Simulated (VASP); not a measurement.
TaN, 4 atoms in the cell. Symmetry: P6_3mc, No. 186, hexagonal system. Conventional cell: a = 3.096 Å, b = 3.096 Å, c = 5.088 Å, α = 90.00°, β = 90.00°, γ = 120.00°. Ta (site symmetry 3m) has 4 N at 1.88 to 1.96 Å within 2.5 Å. Within 2.5 Å of N (site symmetry 3m) lie 4 Ta at 1.88 to 1.96 Å.  This cell differs from its parent crystal: strain +0.015 along x and y, +0.030 along z.

* Program: VASP 6.6.1
* Task: single point
* Functional: PBEsol
* Potentials or basis: VASP PAW PBE potentials, release 64 (Ta_pv, N)
* Cutoff: 520 eV
* k mesh: 18 × 18 × 10
* Occupations: gaussian, width 0.15 eV
* Spin: no spin polarisation
* Dipole correction: no
* Further INCAR settings: ALGO = Normal; EDIFF = 1e-06; NBANDS = 24

Potentials or basis: VASP PAW PBE potentials, release 64 (Ta_pv, N).

The run is started by

```bash
$ cat potpaw_PBE.64/Ta_pv/POTCAR potpaw_PBE.64/N/POTCAR > POTCAR
$ mpirun -np 1 vasp_std > vasp.out
```

Hardware: 1 thread of AMD EPYC 9R45 96-Core Processor (Zen 5), on a shared host.

Problem. Estimate the wall time of this run.

Solution. Run time: 100 s on 1 thread of AMD EPYC 9R45 96-Core Processor (Zen 5), with other jobs on the host, peak memory 0.28 GiB. Counts: scf iterations 12, k points 222.
